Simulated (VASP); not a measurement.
# Ru (P6_3/mmc) in VASP: further runs

Runs on Ru. Level: PBEsol. Tasks: single point, relaxation of cell and atoms.

Program: VASP 6.6.1. These are calculated values, not measurements. Logs are shortened: lines on timing, memory, paths and dates and some standing lists are left out, and cuts for length are marked.

## 1. The cell of the first run

It takes space group P6_3/mmc (No. 194, hexagonal). The conventional cell has a = 2.692 Å, b = 2.692 Å, c = 4.248 Å, α = 90.00°, β = 90.00°, γ = 120.00°. Ru (site symmetry -6m2) has 12 Ru at 2.63 to 2.69 Å within 3.5 Å.

## 2. Single point, PBEsol

File INCAR:

```
PREC     = Accurate       # precision mode
ENCUT    = 520            # plane-wave cutoff, eV
EDIFF    = 1E-6           # SCF threshold, eV
ISMEAR   = -1             # smearing method
SIGMA    = 0.1            # smearing width, eV
LREAL    = F              # projectors in reciprocal space
LASPH    = T              # aspherical terms in the spheres
NELM     = 100            # most SCF steps
ALGO     = Normal         # electronic algorithm
ISIF     = 2              # what is computed and relaxed
LWAVE    = F              # write WAVECAR
LCHARG   = F              # write CHGCAR
GGA      = PS             # functional
NBANDS   = 21             # bands
```

File KPOINTS:

```
regular mesh
0
Gamma
  20 20 12
```

File POSCAR:

```
Ru
1.0
    2.6917162925      0.0000000000      0.0000000000
   -1.3458581462      2.3310946891      0.0000000000
    0.0000000000      0.0000000000      4.2477627804
Ru
2
Direct
    0.3333333333      0.6666666667      0.2500000000
    0.6666666667      0.3333333333      0.7500000000
```

Potentials or basis: VASP PAW PBE potentials, release 64 (Ru_pv).

Started as:

```
> cat potpaw_PBE.64/Ru_pv/POTCAR > POTCAR
> mpirun -np 1 vasp_std > vasp.out
```

OUTCAR:

```text
PREC = Accurate
   ENCUT = 520
   EDIFF = 1E-6
   ISMEAR = -1
   LREAL = F
   LASPH = T
   NELM = 100
   ISIF = 2
   GGA = PS

 ion  position               nearest neighbor table
   1  0.333  0.667  0.250-   2 2.63   2 2.63   2 2.63   2 2.63   2 2.63   2 2.63
   2  0.667  0.333  0.750-   1 2.63   1 2.63   1 2.63   1 2.63   1 2.63   1 2.63

  LATTYP: Found a hexagonal cell.
 ALAT       =     2.6917162925
 C/A-ratio  =     1.5780871083

  Lattice vectors:

 A1 = (   2.6917162925,   0.0000000000,   0.0000000000)
 A2 = (  -1.3458581462,   2.3310946891,   0.0000000000)
 A3 = (   0.0000000000,   0.0000000000,   4.2477627804)

Analysis of symmetry for initial positions (statically):
=====================================================================
 Subroutine PRICEL returns:
 Original cell was already a primitive cell.

 Routine SETGRP: Setting up the symmetry group for a
 hexagonal supercell.

 Subroutine GETGRP returns: Found 24 space group operations
 (whereof 12 operations were pure point group operations)
 out of a pool of 24 trial point group operations.

The static configuration has the point symmetry D_3d.
 The point group associated with its full space group is D_6h.

Analysis of symmetry for dynamics (positions and initial velocities):
=====================================================================
 Subroutine PRICEL returns:
 Original cell was already a primitive cell.

 Routine SETGRP: Setting up the symmetry group for a
 hexagonal supercell.

 Subroutine GETGRP returns: Found 24 space group operations
 (whereof 12 operations were pure point group operations)
 out of a pool of 24 trial point group operations.

The dynamic configuration has the point symmetry D_3d.
 The point group associated with its full space group is D_6h.

 Subroutine INISYM returns: Found 24 space group operations
 (whereof 12 operations are pure point group operations),
 and found     1 'primitive' translations

----------------------------------------------------------------------------------------

                                     Primitive cell

  volume of cell :      26.6532

  direct lattice vectors                    reciprocal lattice vectors
     2.691716293  0.000000000  0.000000000     0.371510178  0.214491501  0.000000000
    -1.345858146  2.331094689  0.000000000     0.000000000  0.428983003  0.000000000
     0.000000000  0.000000000  4.247762780     0.000000000  0.000000000  0.235418043

  length of vectors
[... 72 lines left out ...]
 SYSTEM =  unknown system
   PREC   = accura    normal or accurate (medium, high low for compatibility)
   ISTART =      0    job   : 0-new  1-cont  2-samecut
   ICHARG =      2    charge: 1-file 2-atom 10-const
   ISPIN  =      1    spin polarized calculation?
   LNONCOLLINEAR =      F non collinear calculations
   LSORBIT =      F    spin-orbit coupling
   LASPH  =      T    aspherical Exc in radial PAW
   ENCUT  =  520.0 eV  38.22 Ry    6.18 a.u.   5.00  5.00  7.90*2*pi/ulx,y,z
   NELM   =    100;   NELMIN=  2; NELMDL= -5     # of ELM steps
   EDIFF  = 0.1E-05   stopping-criterion for ELM
   LREAL  =      F    real-space projection
   EDIFFG = 0.1E-04   stopping-criterion for IOM
   NSW    =      0    number of steps for IOM
   IBRION =     -1    ionic relax: 0-MD 1-quasi-New 2-CG
   NFREE  =      0    steps in history (QN), initial steepest desc. (CG)
   ISIF   =      2    stress and relaxation
   ISYM   =      2    0-nonsym 1-usesym 2-fastsym
   POTIM  = 0.5000    time-step for ionic-motion
   TEBEG  =    0.0;   TEEND  =   0.0 temperature during run
   PSTRESS=    0.0 pullay stress
   NELECT =      28.0000    total number of electrons
   NUPDOWN=      -1.0000    fix difference up-down
   EMIN   =  10.00;   EMAX   =-10.00  energy-range for DOS
   EFERMI =   0.00;   METHOD = LEGACY
   ISMEAR =    -1;   SIGMA  =   0.10  broadening in eV -4-tet -1-fermi 0-gaus
   EFERMI_NEDOS =   21; number of points for ismear=-14 and -15
   IALGO  =     38    algorithm
   IMIX   =      4    mixing-type and parameters
     AMIX     =   0.40;   BMIX     =  1.00
     AMIX_MAG =   1.60;   BMIX_MAG =  1.00
  volume/ion in A,a.u.               =      13.33        89.93
  Fermi-wavevector in a.u.,A,eV,Ry     =   1.664221  3.144922 37.683129  2.769632
  Thomas-Fermi vector in A             =   2.750802
   LORBIT       =      0    0 simple, 1 ext, 2 COOP (PROOUT), +10 PAW based schemes
   GGA     = PS    functional components
   LHFCALC =     F    Hartree Fock is set to
   AEXX    =    0.0000 exact exchange contribution
   IVDW    =     0    specifies the selected vdW correction
   LEPSILON=     F    determine dielectric tensor
   LRPA    =     F    only Hartree local field effects (RPA)
 non-spin polarized calculation
  energy-cutoff  :      520.00
  volume of cell :       26.65
 maximum number of plane-waves:       736
 NGX is ok and might be reduce to    20
   NGX =  9   NGY =  9   NGZ = 15

 number of electron      27.9999997 magnetization

 Free energy of the ion-electron system (eV)
  ---------------------------------------------------
  ext. energy  EPLUGINS =         0.00000000
  ---------------------------------------------------
  free energy    TOTEN  =       -20.36869887 eV

  energy without entropy =      -20.31673413  energy(sigma->0) =      -20.34271650

 E-fermi :  13.0647     XC(G=0): -14.3963

 val. band max:       13.0639022488   @ k =   0.2500   0.2500   0.2500
 cond. band min:      13.0656460186   @ k =   0.3000   0.1500   0.2500
 fundamental gap:      0.0017437698
 Fermi energy:        13.0646648330

 k-point     1 :       0.0000    0.0000    0.0000
  band No.  band energies     occupation
      1     -30.6368      2.00000
      2     -29.6392      2.00000
      3     -29.6392      2.00000
      4     -29.4554      2.00000
      5     -29.4554      2.00000
      6     -29.4069      2.00000
[... 565 lines left out ...]
     20      23.2973      0.00000
     21      23.3482      0.00000

 [... further k-points ...]
[... 5 lines left out ...]
  --------------------------------------------------------------------------------------
  -------------------------------------------------------------------------------------
  Total       -0.0002792     -0.0002792      0.0014151     -0.0000000     -0.0000000      0.0000000
  in kB       -0.0167858     -0.0167858      0.0850658     -0.0000000     -0.0000000      0.0000000
  external PRESSURE =       0.0171647 kB  Pullay stress =       0.0000000 kB

 VOLUME and BASIS-vectors are now :
 -----------------------------------------------------------------------------
  energy-cutoff  :      520.00
  volume of cell :       26.65
      direct lattice vectors                 reciprocal lattice vectors
     2.691716293  0.000000000  0.000000000     0.371510178  0.214491501  0.000000000
    -1.345858146  2.331094689  0.000000000     0.000000000  0.428983003  0.000000000
     0.000000000  0.000000000  4.247762780     0.000000000  0.000000000  0.235418043

 POSITION                                       TOTAL-FORCE (eV/Angst)
 -----------------------------------------------------------------------------------
     -0.00000      1.55406      1.06194        -0.000000      0.000000      0.000000
      1.34586      0.77703      3.18582         0.000000     -0.000000      0.000000
 -----------------------------------------------------------------------------------
    total drift:                               -0.000000      0.000000     -0.000000

  FREE ENERGIE OF THE ION-ELECTRON SYSTEM (eV)
  ---------------------------------------------------
  free  energy   TOTEN  =       -20.3686988670 eV

  energy  without entropy=      -20.3167341262  energy(sigma->0) =      -20.34271650
```

OSZICAR:

```text
N       E                     dE             d eps       ncg     rms          rms(c)
DAV:   1     0.284396418682E+03    0.28440E+03   -0.17525E+04 12960   0.149E+03
DAV:   2    -0.160893260692E+02   -0.30049E+03   -0.29118E+03 13271   0.446E+02
DAV:   3    -0.219151786786E+02   -0.58259E+01   -0.57935E+01 15176   0.694E+01
DAV:   4    -0.219576641066E+02   -0.42485E-01   -0.42432E-01 16105   0.568E+00
DAV:   5    -0.219582151982E+02   -0.55109E-03   -0.54674E-03 14816   0.572E-01    0.202E+01
DAV:   6    -0.204676799480E+02    0.14905E+01   -0.33263E+00 15146   0.177E+01    0.528E+00
DAV:   7    -0.203797957654E+02    0.87884E-01   -0.63823E-01 14821   0.559E+00    0.937E-01
DAV:   8    -0.203705427113E+02    0.92531E-02   -0.16730E-02 14066   0.120E+00    0.495E-01
DAV:   9    -0.203686861629E+02    0.18565E-02   -0.17640E-03 14901   0.461E-01    0.333E-02
DAV:  10    -0.203686994708E+02   -0.13308E-04   -0.72852E-05 14626   0.878E-02    0.198E-02
DAV:  11    -0.203686988670E+02    0.60380E-06   -0.57593E-06 14541   0.230E-02
   1 F= -.20368699E+02 E0= -.20342716E+02  d E =-.519647E-01
```

Run time: 1.8 min. Hardware: 1 thread of Intel Xeon 6975P-C (Granite Rapids), shared host; peak memory 0.24 GiB.

Results:

```
Free energy            : -20.3687 eV
Pressure               : 0.0 GPa
Band gap on the k mesh : zero (bands 14 and 15 overlap by 3.35 eV)
```

Levels at points of the mesh, in eV from the Fermi level:
| k point | band 11 | band 12 | band 13 | band 14 | band 15 | band 16 | band 17 | band 18 |
| --- | --- | --- | --- | --- | --- | --- | --- | --- |
| (0.00, 0.00, 0.00) | -2.49 | -1.99 | -1.99 | -1.47 | -1.47 | 1.20 | 1.20 | 1.27 |
| (0.50, 0.00, 0.00) | -2.14 | -1.89 | -1.58 | 1.45 | 1.88 | 1.99 | 4.13 | 6.20 |
| (0.00, 0.00, 0.50) | -2.88 | -2.88 | -2.81 | -2.81 | 0.55 | 0.55 | 0.55 | 0.55 |
| (0.50, 0.00, 0.50) | -1.12 | -1.12 | 0.42 | 0.42 | 1.71 | 1.71 | 3.41 | 3.41 |

Caveat: the PAW data sets were made with another functional, which shifts forces and pressure a little.

## 3. Relaxation of cell and atoms, PBEsol, target pressure 1 GPa, at which the enthalpy is minimised

File INCAR:

```
SYSTEM = Ru
PREC = Accurate
ENCUT = 600
EDIFF = 1E-6
ISMEAR = -1
SIGMA = 0.1
LREAL = .False.
LASPH = .True.
NELM = 60
ALGO = Normal
ISIF = 3
LWAVE = .False.
LCHARG = .False.
GGA = PS
IBRION = 2
NSW = 100
EDIFFG = -0.002
PSTRESS = 10.0
```

File KPOINTS:

```
Automatic mesh
0
Gamma
  20 20 12
  0 0 0
```

POSCAR is that of step 2.

Potentials or basis: VASP PAW PBE potentials, release 64 (Ru_pv).

Started as:

```
> cat potpaw_PBE.64/Ru_pv/POTCAR > POTCAR
> mpirun -np 1 vasp_std > vasp.out
```

It took 5.9 min on 1 thread of Intel Xeon 6975P-C (Granite Rapids), shared host; peak memory 0.28 GiB.

The run converged. Its results:

* Free energy: -20.3690 eV
* Relaxed volume: 13.29 Å³/atom
* Relaxed cell: a = 2.689 Å, b = 2.689 Å, c = 4.244 Å, α = 90.00°, β = 90.00°, γ = 120.00°
* Space group after relaxing (to 0.1 Å): P6_3/mmc (No. 194)
* Energy change on relaxing (the run minimises the enthalpy): +0.1 meV/atom
* Ionic steps: 6
* Pressure after relaxing: 1.0 GPa
* Band gap on the k mesh: zero (bands 14 and 15 overlap by 3.36 eV)

Step by step:
```tsv
step	energy change (eV)	largest force (eV/Å)	pressure (GPa)	volume (Å³)
1	0.0000	0.0000	-0.05	26.65
2	0.0046	0.0000	4.51	26.32
3	0.0002	0.0000	0.99	26.57
4	0.0002	0.0000	1.01	26.57
5	0.0002	0.0000	1.02	26.57
6	0.0002	0.0000	1.01	26.57
```

Final structure:
```yaml
crystal:
  lattice:
    - [2.68878, 0.00000, 0.00000]
    - [-1.34439, 2.32855, 0.00000]
    - [0.00000, 0.00000, 4.24395]
  atoms:
    - { symbol: Ru, position: [0.33333, 0.66667, 0.25000] }
    - { symbol: Ru, position: [0.66667, 0.33333, 0.75000] }
```

Levels at points of the mesh, in eV from the Fermi level:
| k point | band 12 | band 13 | band 14 | band 15 | band 16 | band 17 |
| --- | --- | --- | --- | --- | --- | --- |
| (0.00, 0.00, 0.00) | -2.00 | -2.00 | -1.48 | -1.48 | 1.21 | 1.21 |
| (0.50, 0.00, 0.00) | -1.90 | -1.58 | 1.45 | 1.89 | 2.00 | 4.15 |
| (0.00, 0.00, 0.50) | -2.90 | -2.82 | -2.82 | 0.56 | 0.56 | 0.56 |
| (0.50, 0.00, 0.50) | -1.13 | 0.42 | 0.42 | 1.72 | 1.72 | 3.43 |

Caveat: the cell is relaxed towards a set pressure, so the run minimises the enthalpy, not the energy; the PAW data sets were made with another functional, which shifts forces and pressure a little.

## 4. Relaxation of cell and atoms, PBEsol, target pressure 2 GPa, at which the enthalpy is minimised

File INCAR:

```
SYSTEM = Ru
PREC = Accurate
ENCUT = 600
EDIFF = 1E-7
ISMEAR = -1
SIGMA = 0.1
LREAL = .False.
LASPH = .True.
NELM = 80
ALGO = Normal
ISIF = 3
LWAVE = .False.
LCHARG = .False.
GGA = PS
IBRION = 2
NSW = 100
EDIFFG = -0.002
PSTRESS = 20.0
```

File KPOINTS:

```
regular mesh
0
Gamma
  20 20 12
  0 0 0
```

POSCAR is that of step 3.

Started as:

```
> cat potpaw_PBE.64/Ru_pv/POTCAR > POTCAR
> mpirun -np 1 vasp_std > vasp.out
```

Wall time 11 min (1 thread of Intel Xeon 6975P-C (Granite Rapids), shared host); peak memory 0.28 GiB.

It converged, with:

* Free energy: -20.3683 eV
* Relaxed volume: 13.25 Å³/atom
* Relaxed cell: a = 2.686 Å, b = 2.686 Å, c = 4.240 Å, α = 90.00°, β = 90.00°, γ = 120.00°
* Space group after relaxing (to 0.1 Å): P6_3/mmc (No. 194)
* Energy change on relaxing (the run minimises the enthalpy): +0.5 meV/atom
* Ionic steps: 14
* Pressure after relaxing: 2.0 GPa
* Band gap on the k mesh: zero (bands 14 and 15 overlap by 3.38 eV)

The path:
```
step  energy change (eV)  largest force (eV/Å)  pressure (GPa)  volume (Å³)
   1              0.0000                0.0000           -0.06        26.65
   2              0.0181                0.0000            9.16        26.00
   3              0.0009                0.0000            1.98        26.50
   4              0.0010                0.0000            2.02        26.50
   5              0.0010                0.0000            2.03        26.50
   6              0.0010                0.0000            2.03        26.50
   7              0.0010                0.0000            2.03        26.50
   8              0.0010                0.0000            2.03        26.50
   9              0.0010                0.0000            2.03        26.50
  10              0.0010                0.0000            2.03        26.50
  11              0.0010                0.0000            2.03        26.50
  12              0.0010                0.0000            2.03        26.50
  13              0.0009                0.0000            1.93        26.50
  14              0.0009                0.0000            2.00        26.50
```

Final structure:
```
CELL_PARAMETERS angstrom
2.68620 0.00000 0.00000
-1.34310 2.32632 0.00000
0.00000 0.00000 4.24039
ATOMIC_POSITIONS crystal
Ru 0.33333 0.66667 0.25000
Ru 0.66667 0.33333 0.75000
```

Levels at points of the mesh, in eV from the Fermi level:
| k point | band 11 | band 12 | band 13 | band 14 | band 15 | band 16 | band 17 | band 18 |
| --- | --- | --- | --- | --- | --- | --- | --- | --- |
| (0.00, 0.00, 0.00) | -2.52 | -2.01 | -2.01 | -1.48 | -1.48 | 1.22 | 1.22 | 1.27 |
| (0.50, 0.00, 0.00) | -2.16 | -1.90 | -1.59 | 1.46 | 1.90 | 2.00 | 4.16 | 6.25 |
| (0.00, 0.00, 0.50) | -2.91 | -2.91 | -2.83 | -2.83 | 0.56 | 0.56 | 0.56 | 0.56 |
| (0.50, 0.00, 0.50) | -1.13 | -1.13 | 0.42 | 0.42 | 1.73 | 1.73 | 3.44 | 3.44 |

Caveat: the cell is relaxed towards a set pressure, so the run minimises the enthalpy, not the energy; the PAW data sets were made with another functional, which shifts forces and pressure a little.

## 5. Summary

```tsv
task	cell	cutoff (eV)	gap on the mesh (eV)	pressure (GPa)
single point	a = 2.692, b = 2.692, c = 4.248 Å, angles 90.0, 90.0, 120.0°, 2 atoms	520	none	0.0
relaxation of cell and atoms	relaxed to 1 GPa from a = 2.692, b = 2.692, c = 4.248 Å, angles 90.0, 90.0, 120.0°, 2 atoms	600	none	1.0
relaxation of cell and atoms	relaxed to 2 GPa from a = 2.692, b = 2.692, c = 4.248 Å, angles 90.0, 90.0, 120.0°, 2 atoms	600	none	2.0
```

Alike in all rows: level PBEsol; potentials or basis VASP PAW PBE potentials, release 64 (Ru_pv); no spin polarisation; k mesh 20 × 20 × 12; smearing fermi-dirac 0.1 eV.

Caveats: the PAW data sets were made with another functional, which shifts forces and pressure a little; the cell is relaxed towards a set pressure, so the run minimises the enthalpy, not the energy (at least some runs).

Absolute energies hang on the potentials; compare differences alone.
